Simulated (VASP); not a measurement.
# Si2Bi2S (P6/mmm) in VASP: notebook, part 2 of 2

VASP 6.6.1. Earlier steps stand in the parts before.

### 3 Single point, PBE

This run uses another cell than the first one, of 26.47 Å³/atom.

INCAR

```
  PREC = Accurate
  ENCUT = 520
  EDIFF = 1E-6
  ISMEAR = 0
  SIGMA = 0.1
  LREAL = False
  LASPH = True
  NELM = 80
  ALGO = Normal
  ISIF = 2
  LWAVE = False
  LCHARG = False
  GGA = PE
  NBANDS = 30
```

KPOINTS

```
regular mesh
0
Gamma
  6 6 2
```

POSCAR

```
Si2Bi2S
1.0
    3.3578728674     -0.0000000024      0.0000000000
   -1.6789364316      2.9080032070      0.0000000000
    0.0000000000      0.0000000000     13.5527570849
Si Bi S
2 2 1
Direct
    0.0000000000      0.0000000000      0.3443697800
    0.0000000000      0.0000000000      0.6556302200
    0.0000000000      0.0000000000      0.1153233405
    0.0000000000      0.0000000000      0.8846766595
    0.0000000000      0.0000000000      0.5000000000
```

Potentials or basis: VASP PAW PBE potentials, release 64 (Si, Bi_d, S).

Command:

```sh
$ cat potpaw_PBE.64/Si/POTCAR potpaw_PBE.64/Bi_d/POTCAR potpaw_PBE.64/S/POTCAR > POTCAR
$ mpirun -np 1 vasp_std > vasp.out
```

OUTCAR:

```text
PREC = Accurate
   ENCUT = 520
   EDIFF = 1E-6
   ISMEAR = 0
   LREAL = False
   LASPH = True
   NELM = 80
   ISIF = 2
   GGA = PE

 ion  position               nearest neighbor table
   1  0.000  0.000  0.344-   5 2.11   3 3.10
   2  0.000  0.000  0.656-   5 2.11   4 3.10
   3  0.000  0.000  0.115-   1 3.10   4 3.13
   4  0.000  0.000  0.885-   2 3.10   3 3.13
   5  0.000  0.000  0.500-   1 2.11   2 2.11

  LATTYP: Found a hexagonal cell.
 ALAT       =     3.3578728674
 C/A-ratio  =     4.0361138197

  Lattice vectors:

 A1 = (   3.3578728674,  -0.0000000024,   0.0000000000)
 A2 = (  -1.6789364316,   2.9080032070,   0.0000000000)
 A3 = (   0.0000000000,   0.0000000000,  13.5527570849)

Analysis of symmetry for initial positions (statically):
=====================================================================
 Subroutine PRICEL returns:
 Original cell was already a primitive cell.

 Routine SETGRP: Setting up the symmetry group for a
 hexagonal supercell.

 Subroutine GETGRP returns: Found 24 space group operations
[... 160 lines left out ...]

 E-fermi :   5.8203     XC(G=0):  -9.6188

 val. band max:        5.6912417858   @ k =   0.3333   0.1667   0.0000
 cond. band min:       5.8306756499   @ k =   0.3333   0.1667   0.5000
 fundamental gap:      0.1394338641
 Fermi energy:         5.8202998497

 k-point     1 :       0.0000    0.0000    0.0000
  band No.  band energies     occupation
      1     -17.2027      2.00000
      2     -17.0959      2.00000
      3     -17.0959      2.00000
      4     -17.0879      2.00000
      5     -17.0879      2.00000
      6     -17.0119      2.00000
[... 451 lines left out ...]
     29      10.4578      0.00000
     30      10.4578      0.00000

------------------------ aborting loop because EDIFF is reached ----------------------------------------

  FORCE on cell =-STRESS in cart. coord.  units (eV):
  Direction    XX          YY          ZZ          XY          YZ          ZX
  --------------------------------------------------------------------------------------
  -------------------------------------------------------------------------------------
  Total        0.1044493      0.1044493      0.0753023      0.0000000     -0.0000000      0.0000000
  in kB        1.2645306      1.2645306      0.9116578      0.0000000     -0.0000000      0.0000000
  external PRESSURE =       1.1469063 kB  Pullay stress =       0.0000000 kB

 VOLUME and BASIS-vectors are now :
 -----------------------------------------------------------------------------
  energy-cutoff  :      520.00
  volume of cell :      132.34
      direct lattice vectors                 reciprocal lattice vectors
     3.357872867 -0.000000002  0.000000000     0.297807582  0.171939288  0.000000000
    -1.678936432  2.908003207  0.000000000     0.000000000  0.343878576  0.000000000
     0.000000000  0.000000000 13.552757085     0.000000000  0.000000000  0.073785724

 POSITION                                       TOTAL-FORCE (eV/Angst)
 -----------------------------------------------------------------------------------
      0.00000      0.00000      4.66716         0.000000     -0.000000      0.026381
      0.00000      0.00000      8.88560         0.000000      0.000000     -0.026381
      0.00000      0.00000      1.56295        -0.000000      0.000000     -0.019842
      0.00000      0.00000     11.98981        -0.000000     -0.000000      0.019842
      0.00000      0.00000      6.77638         0.000000      0.000000     -0.000000
 -----------------------------------------------------------------------------------
    total drift:                               -0.000000     -0.000000      0.000000

  FREE ENERGIE OF THE ION-ELECTRON SYSTEM (eV)
  ---------------------------------------------------
  free  energy   TOTEN  =       -20.0225130259 eV

  energy  without entropy=      -20.0004855491  energy(sigma->0) =      -20.01149929
```

OSZICAR:

```text
N       E                     dE             d eps       ncg     rms          rms(c)
DAV:   1     0.412691622050E+03    0.41269E+03   -0.21183E+04   840   0.152E+03
DAV:   2     0.243251442971E+02   -0.38837E+03   -0.37477E+03   888   0.400E+02
DAV:   3    -0.186318173825E+02   -0.42957E+02   -0.41360E+02  1042   0.142E+02
DAV:   4    -0.205912613749E+02   -0.19594E+01   -0.19434E+01  1004   0.320E+01
DAV:   5    -0.206794595370E+02   -0.88198E-01   -0.88168E-01  1242   0.673E+00    0.999E+00
DAV:   6    -0.201310058609E+02    0.54845E+00   -0.43931E+00  1122   0.668E+00    0.538E+00
DAV:   7    -0.200397884240E+02    0.91217E-01   -0.14698E+00   914   0.342E+00    0.321E+00
DAV:   8    -0.200220188919E+02    0.17770E-01   -0.14137E-01   998   0.161E+00    0.609E-01
DAV:   9    -0.200224142889E+02   -0.39540E-03   -0.12898E-02  1160   0.485E-01    0.199E-01
DAV:  10    -0.200224646286E+02   -0.50340E-04   -0.11688E-03  1016   0.203E-01    0.835E-02
DAV:  11    -0.200225090465E+02   -0.44418E-04   -0.13264E-04  1026   0.749E-02    0.185E-02
DAV:  12    -0.200225128408E+02   -0.37944E-05   -0.15526E-05   920   0.227E-02    0.703E-03
DAV:  13    -0.200225130259E+02   -0.18510E-06   -0.31022E-06   882   0.122E-02
   1 F= -.20022513E+02 E0= -.20011499E+02  d E =-.220275E-01
```

stdout:

```text
POSCAR found type information on POSCAR SiBiS
 POSCAR found :  3 types and       5 ions
 scaLAPACK will be used
 LDA part: xc-table for (Slater+PW92), standard interpolation
 POSCAR, INCAR and KPOINTS ok, starting setup
 FFT: planning ... GRIDC
 FFT: planning ... GRID_SOFT
 FFT: planning ... GRID
 WAVECAR not read
 entering main loop
```

It took 2.1 min on 1 thread of Intel Xeon 8259CL, shared host; peak memory 0.29 GiB.

What came out:

```
Free energy            : -20.0225 eV
Pressure               : 0.1 GPa
Largest force          : 0.026 eV/Å
Band gap on the k mesh : zero (bands 22 and 23 overlap by 5.62 eV)
```

Forces on the atoms (eV/Å):
```
Si   0.000  0.000  0.026
Si   0.000  0.000 -0.026
Bi   0.000  0.000 -0.020
Bi   0.000  0.000  0.020
S    0.000  0.000  0.000
```

Caveat: the k points lie up to 0.36 Å⁻¹ apart, too coarse for converged energies and pressures of a metal; spin-orbit coupling is left out, which moves the levels of the heavy elements.

### 4 Single point, PBE

This run uses another cell than the first one, of 27.29 Å³/atom.

INCAR

```
  ALGO = Normal
  EDIFF = 1E-6
  ENCUT = 520
  GGA = PE
  ISIF = 2
  ISMEAR = 0
  LASPH = T
  LCHARG = F
  LREAL = F
  LWAVE = F
  NBANDS = 30
  NELM = 60
  PREC = Accurate
  SIGMA = 0.1
```

KPOINTS

```
k-points
0
Gamma
  12 12 4
```

POSCAR

```
Si2Bi2S
1.0
    3.3470422244      0.0000000000      0.0000000000
   -1.6735211122      2.8986235939      0.0000000000
    0.0000000000      0.0000000000     14.0663645209
Si Bi S
2 2 1
Direct
    0.0000000000      0.0000000000      0.3506736671
    0.0000000000      0.0000000000      0.6493263329
    0.0000000000      0.0000000000      0.1117360803
    0.0000000000      0.0000000000      0.8882639197
    0.0000000000      0.0000000000      0.5000000000
```

Command:

```sh
$ cat potpaw_PBE.64/Si/POTCAR potpaw_PBE.64/Bi_d/POTCAR potpaw_PBE.64/S/POTCAR > POTCAR
$ mpirun -np 1 vasp_std > vasp.out
```

Run time: 6.2 min. Hardware: 1 thread of Intel Xeon 8259CL, shared host; peak memory 0.4 GiB.

The run converged. Its results:

- Free energy: -20.0737 eV
- Pressure: -0.1 GPa
- Largest force: 0.035 eV/Å
- Band gap on the k mesh: zero (bands 22 and 23 overlap by 5.78 eV)

Forces on the atoms (eV/Å):
```
Si   0.000  0.000  0.035
Si   0.000  0.000 -0.035
Bi   0.000  0.000 -0.003
Bi   0.000  0.000  0.003
S    0.000  0.000  0.000
```

Stress tensor (GPa, compression positive):
```
-0.04  0.00  0.00
 0.00 -0.04  0.00
 0.00  0.00 -0.21
```

Levels at points of the mesh, in eV from the Fermi level:
```
           k point  band 19  band 20  band 21  band 22  band 23  band 24  band 25  band 26
(0.00, 0.00, 0.00)    -0.27     0.19     1.87     4.52     4.52     5.13     5.13     5.64
(0.50, 0.00, 0.00)    -2.48    -2.41    -1.32    -1.08    -0.77     2.02     2.58     3.00
(0.00, 0.00, 0.50)    -0.27    -0.27     3.27     4.46     4.49     4.49     5.29     5.29
(0.50, 0.00, 0.50)    -2.90    -2.55    -1.32    -0.70    -0.35     1.81     1.98     2.80
```

Caveat: spin-orbit coupling is left out, which moves the levels of the heavy elements.

### 5 Relaxation of cell and atoms, PBE

This run uses another cell than the first one, of 26.47 Å³/atom.

INCAR

```
SYSTEM = Si2Bi2S
  ALGO = Normal
  EDIFF = 1E-6
  EDIFFG = -0.01
  ENCUT = 600
  GGA = PE
  IBRION = 2
  ISIF = 3
  ISMEAR = 0
  LASPH = .TRUE.
  LCHARG = .FALSE.
  LREAL = .FALSE.
  LWAVE = .FALSE.
  NELM = 80
  NSW = 100
  PREC = Accurate
  SIGMA = 0.1
```

KPOINTS

```
k-points
0
G
  12 12 4
  0 0 0
```

POSCAR

```
Si2Bi2S
1.0
    3.3578728674      0.0000000000      0.0000000000
   -1.6789364337      2.9080032058      0.0000000000
    0.0000000000      0.0000000000     13.5527570849
Si Bi S
2 2 1
Direct
    0.0000000000      0.0000000000      0.3443697800
    0.0000000000      0.0000000000      0.6556302200
    0.0000000000      0.0000000000      0.1153233405
    0.0000000000      0.0000000000      0.8846766595
    0.0000000000      0.0000000000      0.5000000000
```

Command:

```sh
$ cat potpaw_PBE.64/Si/POTCAR potpaw_PBE.64/Bi_d/POTCAR potpaw_PBE.64/S/POTCAR > POTCAR
$ mpirun -np 1 vasp_std > vasp.out
```

Wall time 79 min (1 thread of Intel Xeon 8259CL, shared host); peak memory 0.46 GiB.

It converged, with:

| Property | Result |
| --- | --- |
| Free energy | -20.0734 eV |
| Relaxed volume | 27.24 Å³/atom |
| Relaxed cell | a = 3.346 Å, b = 3.346 Å, c = 14.048 Å, α = 90.00°, β = 90.00°, γ = 120.00° |
| Space group after relaxing (to 0.1 Å) | P6/mmm (No. 191) |
| Energy gained by relaxing | 9.1 meV/atom |
| Ionic steps | 24 |
| Pressure after relaxing | 0.0 GPa |
| Largest force after relaxing | 0.006 eV/Å |

Forces in eV/Å, atoms in the order of the input:
```
Si   0.000  0.000  0.006
Si   0.000  0.000 -0.006
Bi   0.000  0.000 -0.003
Bi   0.000  0.000  0.003
S    0.000  0.000  0.000
```

Step by step:
```csv
step,energy change (eV),largest force (eV/Å),pressure (GPa),volume (Å³)
1,0.0000,0.1883,0.31,132.34
2,-0.0131,0.4014,-0.40,133.30
3,-0.0140,0.4360,-0.57,133.56
4,-0.0230,0.3508,-0.40,133.30
5,-0.0315,0.1754,-0.02,132.79
6,-0.0317,0.1439,0.03,132.70
7,-0.0350,0.0945,0.33,132.75
8,-0.0352,0.0898,0.39,132.77
9,-0.0373,0.0958,0.24,133.54
10,-0.0391,0.1047,-0.11,135.25
11,-0.0413,0.0916,-0.22,135.70
12,-0.0424,0.1795,-0.43,136.46
13,-0.0433,0.1607,-0.38,136.47
14,-0.0448,0.1144,-0.21,136.48
15,-0.0441,0.1039,0.15,136.51
16,-0.0451,0.0817,-0.09,136.49
17,-0.0454,0.0597,-0.06,136.42
18,-0.0456,0.0221,0.02,136.25
19,-0.0456,0.0243,0.03,136.26
20,-0.0456,0.0141,0.01,136.26
21,-0.0457,0.0126,-0.01,136.25
22,-0.0457,0.0126,-0.01,136.25
23,-0.0457,0.0104,0.00,136.23
24,-0.0457,0.0065,0.01,136.19
```

Final structure:
```xyz
5
Lattice="3.3458 0.0000 0.0000 -1.6729 2.8975 0.0000 0.0000 0.0000 14.0484" Properties=species:S:1:pos:R:3 pbc="T T T"
Si    0.0000    0.0000    4.9257
Si    0.0000    0.0000    9.1227
Bi    0.0000    0.0000    1.5719
Bi    0.0000    0.0000   12.4765
S     3.3458    0.0000    7.0242
```

Levels at points of the mesh, in eV from the Fermi level:
| k point | band 18 | band 19 | band 20 | band 21 | band 22 | band 23 | band 24 | band 25 | band 26 |
| --- | --- | --- | --- | --- | --- | --- | --- | --- | --- |
| (0.00, 0.00, 0.00) | -0.28 | -0.28 | 0.19 | 1.89 | 4.53 | 4.53 | 5.13 | 5.13 | 5.64 |
| (0.50, 0.00, 0.00) | -3.98 | -2.48 | -2.41 | -1.33 | -1.07 | -0.77 | 2.02 | 2.57 | 3.00 |
| (0.00, 0.00, 0.50) | -0.86 | -0.28 | -0.28 | 3.29 | 4.47 | 4.49 | 4.49 | 5.29 | 5.29 |
| (0.50, 0.00, 0.50) | -3.92 | -2.91 | -2.56 | -1.33 | -0.70 | -0.34 | 1.81 | 1.98 | 2.80 |

Caveat: the highest band is partly filled, so the run has too few bands; spin-orbit coupling is left out, which moves the levels of the heavy elements.

### 6 The runs side by side

| task | cell | k mesh | cutoff (eV) | gap on the mesh (eV) | pressure (GPa) | largest force (eV/Å) |
| --- | --- | --- | --- | --- | --- | --- |
| single point | a = 4.037, b = 4.037, c = 9.022 Å, angles 90.0, 90.0, 120.0°, 5 atoms, atomic positions A | 6 × 6 × 2 | 520 | none | 141.7 | 39.37 |
| single point | a = 3.358, b = 3.358, c = 13.553 Å, angles 90.0, 90.0, 120.0°, 5 atoms, atomic positions B | 6 × 6 × 2 | 520 | none | 0.1 | 0.03 |
| single point | a = 3.347, b = 3.347, c = 14.066 Å, angles 90.0, 90.0, 120.0°, 5 atoms, atomic positions C | 12 × 12 × 4 | 520 | none | -0.1 | 0.04 |
| relaxation of cell and atoms | relaxed from a = 3.358, b = 3.358, c = 13.553 Å, angles 90.0, 90.0, 120.0°, 5 atoms, atomic positions B | 12 × 12 × 4 | 600 | - | 0.0 | 0.01 |

Alike in all rows: level PBE; potentials or basis VASP PAW PBE potentials, release 64 (Si, Bi_d, S); no spin polarisation; smearing gaussian 0.1 eV.

Caveats: some runs use coarse meshes; spin-orbit coupling is left out, which moves the levels of the heavy elements; atoms lie so close that the PAW spheres overlap strongly, which falsifies energies and pressures (at least some runs); the stress differs along the axes, from 1 to 423 GPa (at least some runs); this functional lacks dispersion, which binds layers or chains, so the pressure and a relaxed spacing across them are unreliable (at least some runs); forces of over 1 eV/Å act on the atoms, so gaps and moduli don't describe the material at rest (at least some runs); the highest band is partly filled, so the run has too few bands (at least some runs).

Absolute energies hang on the potentials; compare differences alone.

The gap in the log of VASP goes by the Fermi energy; the results here count the filled bands.